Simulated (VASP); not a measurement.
# CdSb2C (I-42d) in VASP: further runs

Aim: see how the results for CdSb2C move with the level of theory and the settings. Levels: PBE, r2SCAN. Tasks: single point, relaxation of cell and atoms.

All numbers are computed with VASP 6.6.1; they aren't measurements. Logs are shortened: lines on timing, memory, paths and dates and some standing lists are left out, and cuts for length are marked.

### Step 1. The cell of the first run

The structure is tetragonal, space group I-42d (No. 122). The conventional cell has a = 6.089 Å, b = 6.089 Å, c = 10.245 Å, α = 90.00°, β = 90.00°, γ = 90.00°. Within 3.7 Å of Cd (site symmetry -4) lie 4 Sb at 2.81 Å. Within 3.0 Å of Sb (site symmetry 2) lie 2 C at 2.25 Å and 2 Cd at 2.81 Å. Within 3.0 Å of C (site symmetry -4) lie 4 Sb at 2.25 Å.

### Step 2. Single point, PBE, non-collinear spin, zero start, spin-orbit coupling

File INCAR:

```
PREC     = Accurate       # precision mode
ENCUT    = 600            # plane-wave cutoff, eV
EDIFF    = 1E-6           # SCF threshold, eV
ISMEAR   = -1             # smearing method
SIGMA    = 0.02           # smearing width, eV
LREAL    = F              # projectors in reciprocal space
LASPH    = T              # aspherical terms in the spheres
NELM     = 200            # most SCF steps
ALGO     = Normal         # electronic algorithm
ISIF     = 2              # what is computed and relaxed
LWAVE    = F              # write WAVECAR
LCHARG   = F              # write CHGCAR
MAGMOM   = 0 0 0 0 0 0 0 0 0 0 0 0 0 0 0 0 0 0 0 0 0 0 0 0 # initial moments
LORBIT   = 11             # projections on sites
LSORBIT  = T              # spin-orbit coupling
GGA_COMPAT= F            
LORBMOM  = T            
GGA      = PE             # functional
NBANDS   = 70             # bands
KPAR     = 4
```

File KPOINTS:

```
Automatic mesh
0
Gamma
  6 6 6
```

File POSCAR:

```
CdSb2C
1.0
   -3.0444077078      3.0444077078      5.1222655273
    3.0444077078     -3.0444077078      5.1222655273
    3.0444077078      3.0444077078     -5.1222655273
Cd Sb C
2 4 2
Direct
    0.0000000000      0.0000000000      0.0000000000
    0.7500000000      0.2500000000      0.5000000000
    0.3750000000      0.4513221463      0.5763221463
    0.2013221463      0.6250000000      0.0763221463
    0.8750000000      0.7986778537      0.4236778537
    0.5486778537      0.1250000000     -0.0763221463
    0.5000000000      0.5000000000      0.0000000000
    0.2500000000      0.7500000000      0.5000000000
```

Potentials or basis: VASP PAW PBE potentials, release 64 (Cd, Sb, C).

Launch:

```
> cat potpaw_PBE.64/Cd/POTCAR potpaw_PBE.64/Sb/POTCAR potpaw_PBE.64/C/POTCAR > POTCAR
> mpirun -np 4 vasp_ncl > vasp.out
```

OUTCAR:

```text
PREC = Accurate
   ENCUT = 600
   EDIFF = 1E-6
   ISMEAR = -1
   LREAL = F
   LASPH = T
   NELM = 200
   ISIF = 2
   LORBIT = 11
   LSORBIT = T
   GGA = PE

 ion  position               nearest neighbor table
   1  0.000  0.000  0.000-   3 2.81   6 2.81   5 2.81   4 2.81
   2  0.750  0.250  0.500-   4 2.81   5 2.81   6 2.81   3 2.81
   3  0.375  0.451  0.576-   7 2.25   8 2.25   1 2.81   2 2.81   6 3.66   4 3.66   4 3.66   6 3.66
                             5 3.71   5 3.71
   4  0.201  0.625  0.076-   7 2.25   8 2.25   2 2.81   1 2.81   5 3.66   3 3.66   3 3.66   5 3.66
                             6 3.71   6 3.71
   5  0.875  0.799  0.424-   7 2.25   8 2.25   1 2.81   2 2.81   4 3.66   6 3.66   6 3.66   4 3.66
                             3 3.71   3 3.71
   6  0.549  0.125  0.924-   7 2.25   8 2.25   2 2.81   1 2.81   3 3.66   5 3.66   3 3.66   5 3.66
                             4 3.71   4 3.71
   7  0.500  0.500  0.000-   3 2.25   4 2.25   5 2.25   6 2.25
   8  0.250  0.750  0.500-   3 2.25   4 2.25   5 2.25   6 2.25

  LATTYP: Found a body centered tetragonal cell.
 ALAT       =     6.0888154156
 C/A-ratio  =     1.6825162787

  Lattice vectors:

 A1 = (  -3.0444077078,   3.0444077078,   5.1222655273)
 A2 = (   3.0444077078,  -3.0444077078,   5.1222655273)
 A3 = (   3.0444077078,   3.0444077078,  -5.1222655273)

Analysis of symmetry for initial positions (statically):
=====================================================================
 Subroutine PRICEL returns:
 Original cell was already a primitive cell.

 Routine SETGRP: Setting up the symmetry group for a
 body centered tetragonal supercell.

 Subroutine GETGRP returns: Found  8 space group operations
 (whereof  4 operations were pure point group operations)
 out of a pool of 16 trial point group operations.

The static configuration has the point symmetry S_4 .
 The point group associated with its full space group is D_2d.

Analysis of symmetry for dynamics (positions and initial velocities):
=====================================================================
 Subroutine PRICEL returns:
 Original cell was already a primitive cell.

 Routine SETGRP: Setting up the symmetry group for a
 body centered tetragonal supercell.

 Subroutine GETGRP returns: Found  8 space group operations
 (whereof  4 operations were pure point group operations)
 out of a pool of 16 trial point group operations.

The dynamic configuration has the point symmetry S_4 .
 The point group associated with its full space group is D_2d.

Analysis of structural, dynamic, and magnetic symmetry:
=====================================================================
 Subroutine PRICEL returns:
 Original cell was already a primitive cell.

 Routine SETGRP: Setting up the symmetry group for a
 body centered tetragonal supercell.

 Subroutine GETGRP returns: Found  8 space group operations
 (whereof  4 operations were pure point group operations)
 out of a pool of 16 trial point group operations.

The overall configuration has the point symmetry S_4 .
 The point group associated with its full space group is D_2d.

 Subroutine INISYM returns: Found  8 space group operations
 (whereof  4 operations are pure point group operations),
 and found     1 'primitive' translations

----------------------------------------------------------------------------------------

                                     Primitive cell

  volume of cell :     189.9012

  direct lattice vectors                    reciprocal lattice vectors
    -3.044407708  3.044407708  5.122265527     0.000000000  0.164235558  0.097613058
     3.044407708 -3.044407708  5.122265527     0.164235558  0.000000000  0.097613058
     3.044407708  3.044407708 -5.122265527     0.164235558  0.164235558  0.000000000

  length of vectors
     6.691370616  6.691370616  6.691370616     0.191053992  0.191053992  0.232264154

  position of ions in fractional coordinates (direct lattice)
     0.000000000  0.000000000  0.000000000
     0.750000000  0.250000000  0.500000000
     0.375000000  0.451322146  0.576322146
     0.201322146  0.625000000  0.076322146
     0.875000000  0.798677854  0.423677854
     0.548677854  0.125000000  0.923677854
     0.500000000  0.500000000  0.000000000
     0.250000000  0.750000000  0.500000000

  ion indices of the primitive-cell ions
   primitive index   ion index
                 1           1
                 2           2
                 3           3
                 4           4
                 5           5
                 6           6
                 7           7
                 8           8

[... 130 lines left out ...]
  band No.  band energies     occupation
      1      -8.2733      1.00000
      2      -8.2733      1.00000
      3      -5.9776      1.00000
      4      -5.9776      1.00000
      5      -4.5260      1.00000
      6      -4.5260      1.00000
[... 1597 lines left out ...]
     63       8.7869      0.00000
     64       8.9695      0.00000

 [... further k-points ...]

 [bands above 64 left out]

------------------------ aborting loop because EDIFF is reached ----------------------------------------

  FORCE on cell =-STRESS in cart. coord.  units (eV):
  Direction    XX          YY          ZZ          XY          YZ          ZX
  --------------------------------------------------------------------------------------
  -------------------------------------------------------------------------------------
  Total        2.0567643      2.0567643      1.7467544      0.0000000     -0.0000000      0.0000000
  in kB       17.3527136     17.3527136     14.7371914      0.0000000     -0.0000000      0.0000000
  external PRESSURE =      16.4808729 kB  Pullay stress =       0.0000000 kB

 VOLUME and BASIS-vectors are now :
 -----------------------------------------------------------------------------
  energy-cutoff  :      600.00
  volume of cell :      189.90
      direct lattice vectors                 reciprocal lattice vectors
    -3.044407708  3.044407708  5.122265527     0.000000000  0.164235558  0.097613058
     3.044407708 -3.044407708  5.122265527     0.164235558  0.000000000  0.097613058
     3.044407708  3.044407708 -5.122265527     0.164235558  0.164235558  0.000000000

 POSITION                                       TOTAL-FORCE (eV/Angst)
 -----------------------------------------------------------------------------------
      0.00000      0.00000      0.00000        -0.000000     -0.000000     -0.000000
     -0.00000      3.04441      2.56113        -0.000000     -0.000000      0.000000
      1.98692      1.52220      1.28057        -0.000042     -0.000000      0.000000
      1.52220     -1.05749      3.84170        -0.000000     -0.000042      0.000000
      1.05749      1.52220      6.40283         0.000042     -0.000000     -0.000000
      1.52220      4.10190     -1.28057        -0.000000      0.000042     -0.000000
      0.00000      0.00000      5.12227        -0.000000     -0.000000     -0.000000
      3.04441     -0.00000      2.56113        -0.000000     -0.000000      0.000000
 -----------------------------------------------------------------------------------
    total drift:                                0.000000      0.000000      0.000000

  FREE ENERGIE OF THE ION-ELECTRON SYSTEM (eV)
  ---------------------------------------------------
  free  energy   TOTEN  =       -31.1991558830 eV

  energy  without entropy=      -31.1990671866  energy(sigma->0) =      -31.19911153

 orbital moment (x)

 # of ion     p       d       tot
 ----------------------------------------
  1         0.000  -0.000  -0.000
  2        -0.000   0.000   0.000
  3        -0.000  -0.000  -0.000
  4         0.000   0.000   0.000
  5         0.000   0.000   0.000
  6         0.000   0.000   0.000
  7         0.000   0.000   0.000
  8         0.000   0.000   0.000
 ----------------------------------------
           -0.000   0.000   0.000

 orbital moment (y)

 # of ion     p       d       tot
 ----------------------------------------
  1        -0.000  -0.000  -0.000
  2        -0.000  -0.000  -0.000
  3         0.000  -0.000  -0.000
  4         0.000   0.000   0.000
  5         0.000   0.000   0.000
  6        -0.000  -0.000  -0.000
  7         0.000   0.000   0.000
  8         0.000   0.000   0.000
 ----------------------------------------
            0.000  -0.000  -0.000

 orbital moment (z)

 # of ion     p       d       tot
 ----------------------------------------
  1        -0.000   0.000   0.000
  2         0.000  -0.000  -0.000
  3         0.000   0.000   0.000
  4         0.000   0.000   0.000
  5         0.000  -0.000  -0.000
  6         0.000  -0.000  -0.000
  7        -0.000   0.000  -0.000
  8         0.000   0.000   0.000
 ----------------------------------------
           -0.000   0.000   0.000

 Spin-Orbit-Coupling matrix elements

 Ion:    1  E_soc:     -0.0614920
 l=   1
     0.0000000    -0.0031342    -0.0034152
    -0.0031342     0.0000000    -0.0031342
    -0.0034152    -0.0031342     0.0000000
 l=   2
     0.0000000    -0.0013492     0.0000000    -0.0013492    -0.0055637
    -0.0013492     0.0000000    -0.0042810    -0.0013878    -0.0014253
     0.0000000    -0.0042810     0.0000000    -0.0042810     0.0000000
    -0.0013492    -0.0013878    -0.0042810     0.0000000    -0.0014253
    -0.0055637    -0.0014253     0.0000000    -0.0014253     0.0000000
 l=   3
     0.0000000     0.0000000     0.0000000     0.0000000     0.0000000     0.0000000     0.0000000
     0.0000000     0.0000000     0.0000000     0.0000000     0.0000000     0.0000000     0.0000000
     0.0000000     0.0000000     0.0000000     0.0000000     0.0000000     0.0000000     0.0000000
     0.0000000     0.0000000     0.0000000     0.0000000     0.0000000     0.0000000     0.0000000
[... 129 lines left out ...]
 l=   2
     0.0000000     0.0000000     0.0000000     0.0000000     0.0000000
     0.0000000     0.0000000     0.0000000     0.0000000     0.0000000
     0.0000000     0.0000000     0.0000000     0.0000000     0.0000000
     0.0000000     0.0000000     0.0000000     0.0000000     0.0000000
     0.0000000     0.0000000     0.0000000     0.0000000     0.0000000
 l=   3
     0.0000000     0.0000000     0.0000000     0.0000000     0.0000000     0.0000000     0.0000000
     0.0000000     0.0000000     0.0000000     0.0000000     0.0000000     0.0000000     0.0000000
     0.0000000     0.0000000     0.0000000     0.0000000     0.0000000     0.0000000     0.0000000
     0.0000000     0.0000000     0.0000000     0.0000000     0.0000000     0.0000000     0.0000000
     0.0000000     0.0000000     0.0000000     0.0000000     0.0000000     0.0000000     0.0000000
     0.0000000     0.0000000     0.0000000     0.0000000     0.0000000     0.0000000     0.0000000
     0.0000000     0.0000000     0.0000000     0.0000000     0.0000000     0.0000000     0.0000000

 total charge

# of ion       s       p       d       tot
------------------------------------------
    1        0.527   0.345   9.496  10.368
    2        0.527   0.345   9.496  10.368
    3        1.153   1.219   0.054   2.426
    4        1.153   1.219   0.054   2.426
    5        1.153   1.219   0.054   2.426
    6        1.153   1.219   0.054   2.426
    7        0.895   1.357   0.000   2.252
    8        0.895   1.357   0.000   2.252
--------------------------------------------------
tot          7.455   8.280  19.208  34.943

 magnetization (x)

# of ion       s       p       d       tot
------------------------------------------
    1        0.000  -0.000  -0.000  -0.000
    2        0.000  -0.000  -0.000  -0.000
    3       -0.000   0.000  -0.000   0.000
    4       -0.000  -0.000   0.000  -0.000
    5        0.000  -0.000   0.000  -0.000
    6       -0.000   0.000   0.000   0.000
    7        0.000   0.000   0.000   0.000
    8        0.000   0.000   0.000   0.000
--------------------------------------------------
tot         -0.000  -0.000  -0.000  -0.000

 magnetization (y)

# of ion       s       p       d       tot
------------------------------------------
    1        0.000   0.000   0.000   0.000
    2        0.000   0.000  -0.000   0.000
    3        0.000   0.000   0.000   0.000
    4        0.000  -0.000   0.000  -0.000
    5       -0.000  -0.000  -0.000  -0.000
    6       -0.000   0.000  -0.000   0.000
    7        0.000   0.000   0.000   0.000
    8        0.000   0.000   0.000   0.000
--------------------------------------------------
tot          0.000   0.000  -0.000   0.000

 magnetization (z)

# of ion       s       p       d       tot
------------------------------------------
    1       -0.000  -0.000   0.000   0.000
    2        0.000   0.000  -0.000  -0.000
    3       -0.000  -0.000   0.000  -0.000
    4        0.000   0.000  -0.000   0.000
    5        0.000  -0.000   0.000  -0.000
    6        0.000   0.000  -0.000   0.000
    7       -0.000  -0.000   0.000  -0.000
    8        0.000   0.000   0.000   0.000
--------------------------------------------------
tot          0.000   0.000   0.000   0.000
```

Wall time 13 min (4 MPI ranks of Intel Xeon Platinum 8488C (Sapphire Rapids), shared host); peak memory 1.6 GiB.

Results:

| Property | Result |
| --- | --- |
| Free energy | -31.1992 eV |
| Pressure | 1.6 GPa |
| Net moment | 0.00 μB per cell |
| Valence electrons inside the program's atomic spheres | Cd 10.37; Sb 2.43; C 2.25 |

Stress tensor (GPa, compression positive):
```
1.74 0.00 0.00
0.00 1.74 0.00
0.00 0.00 1.47
```

Moments on the atoms (μB; x, y, z):
```
Cd  0.00 0.00 0.00
Cd  0.00 0.00 0.00
Sb  0.00 0.00 0.00
Sb  0.00 0.00 0.00
Sb  0.00 0.00 0.00
Sb  0.00 0.00 0.00
C   0.00 0.00 0.00
C   0.00 0.00 0.00
```

(Continued in part 2 of 2.)
